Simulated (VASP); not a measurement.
Write the native input for VASP 6.6.1 that does the following.

```yaml
Task: single point
Functional: PBEsol-based global hybrid with 25 % exact exchange
Potentials_or_basis: VASP PAW PBE potentials, release 64 (Pb_d, Se)
Cutoff: 520 eV
k_mesh: 4 × 4 × 4
Occupations: fermi-dirac, width 0.05 eV
Spin: no spin polarisation
Dipole_correction: no
Grid_for_exact_exchange_PRECFOCK: Normal
Share_of_exact_exchange: 0.25
Further_INCAR_settings: ALGO = Normal; EDIFF = 1e-06; NBANDS = 17
```

PbSe:

```
CELL_PARAMETERS angstrom
0.00000 3.01928 3.01928
3.01928 0.00000 3.01928
3.01928 3.01928 0.00000
ATOMIC_POSITIONS crystal
Pb 0.00000 0.00000 0.00000
Se 0.50000 0.50000 0.50000
```

The input as run:

POSCAR

```
PbSe
1.0
    0.0000000000      3.0192847941      3.0192847941
    3.0192847941      0.0000000000      3.0192847941
    3.0192847941      3.0192847941      0.0000000000
Pb Se
1 1
Direct
    0.0000000000      0.0000000000      0.0000000000
    0.5000000000      0.5000000000      0.5000000000
```

INCAR.step1

```
SYSTEM = PbSe
  PREC = Accurate
  ENCUT = 520
  EDIFF = 1E-5
  ISMEAR = -1
  SIGMA = 0.05
  LREAL = .False.
  LASPH = .True.
  NELM = 60
  ALGO = Normal
  ISIF = 2
  LWAVE = .True.
  GGA = PE
  NBANDS = 17
```

INCAR.step2

```
SYSTEM = PbSe
  PREC = Accurate
  ENCUT = 520
  EDIFF = 1E-6
  ISMEAR = -1
  SIGMA = 0.05
  LREAL = .False.
  LASPH = .True.
  NELM = 60
  ALGO = Normal
  ISIF = 2
  LWAVE = .False.
  LCHARG = .True.
  GGA = PS
  LHFCALC = .True.
  AEXX = 0.25
  PRECFOCK = Normal
  LELF = .True.
  LVHAR = .True.
  ISTART = 1
  NBANDS = 17
```

KPOINTS

```
regular mesh
0
Gamma
  4 4 4
  0 0 0
```

Potentials or basis: VASP PAW PBE potentials, release 64 (Pb_d, Se).

Launch:

```console
$ cat potpaw_PBE.64/Pb_d/POTCAR potpaw_PBE.64/Se/POTCAR > POTCAR
$ cp INCAR.step1 INCAR
$ mpirun -np 1 vasp_std > vasp.out
$ cp INCAR.step2 INCAR
$ mpirun -np 1 vasp_std > vasp.out
```

Results of the run:

The pressure is 1.5 GPa and the band gap on the k mesh is 1.13 eV.

Caveat: the k points lie up to 0.45 Å⁻¹ apart; the PAW data sets were made with another functional, which shifts forces and pressure a little; spin-orbit coupling is left out, which moves the levels of the heavy elements.

Wall time 11 min on 1 thread of AMD EPYC 7R13 Processor (Zen 3), on a shared host, peak memory 0.16 GiB.
